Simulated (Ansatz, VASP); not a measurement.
# One calculation of SrCl3, two programs

```
Sr Cl
1.0
     3.14784   -5.45222    0.00000
     3.14784    5.45222    0.00000
     0.00000    0.00000    5.73006
Sr Cl
2 6
Direct
  0.66667 0.33333 0.25000
  0.33333 0.66667 0.75000
  0.34468 0.17234 0.75000
  0.82766 0.17234 0.75000
  0.82766 0.65532 0.75000
  0.65532 0.82766 0.25000
  0.17234 0.82766 0.25000
  0.17234 0.34468 0.25000
```

Alike in both runs: functional PBE; k mesh 6 × 6 × 8; occupations gaussian, width 0.1 eV; no spin polarisation.

Ansatz relaxed the structure, and its values are those at the end. VASP's run is a single point on that final structure, the one shown.

|  | VASP | Ansatz |
| --- | --- | --- |
| version | VASP 6.6.1 | Ansatz 0.2.0 |
| potentials or method | VASP PAW PBE potentials, release 64 (Sr_sv, Cl), cutoff 520 eV | scalar-relativistic, plane waves, PAW |
| valence electrons in the cell | 62 | 62 |

VASP gave:

```
gap on the k mesh at the Fermi level (eV) : none
pressure (GPa)                            : 0.0
rms of the force components (eV/Å)        : 0.004
```

Problem. Which values does Ansatz return?

Solution. gap on the k mesh at the Fermi level (eV): none; pressure (GPa): 0.0; rms of the force components (eV/Å): 0.003.

A gap of «none» marks a metal or a gap that the smearing closes. The functional is the same, so the differences come from potentials, cutoffs and numerics. Ansatz's warnings: structure snapped to symmetry.
